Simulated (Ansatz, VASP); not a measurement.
# RbCl in VASP and in Ansatz

```
Rb Cl
1.0
     0.00000    3.34896    3.34896
     3.34896    0.00000    3.34896
     3.34896    3.34896    0.00000
Rb Cl
1 1
Direct
  0.00000 0.00000 0.00000
  0.50000 0.50000 0.50000
```

Alike in both runs: task electric field gradients; functional LDA; k mesh 10 × 10 × 10; occupations fermi-dirac, width 0.05 eV; no spin polarisation.

```csv
,VASP,Ansatz
version,VASP 6.6.1,Ansatz 0.2.0
potentials or method,"VASP PAW LDA potentials, release 64 (Rb_sv, Cl)","PAW with Ansatz's default frozen-core files, scalar-relativistic"
plane-wave cutoff (eV),400,420
valence electrons in the cell,16,16
```

```csv
,VASP,Ansatz,Ansatz less VASP
gap on the k mesh at the Fermi level (eV),4.40,4.40,-0.007
pressure (GPa),-2.2,-2.2,0.00
```

LDA's correlation is that of Perdew and Zunger in VASP and of Perdew and Wang (1992) in Ansatz.
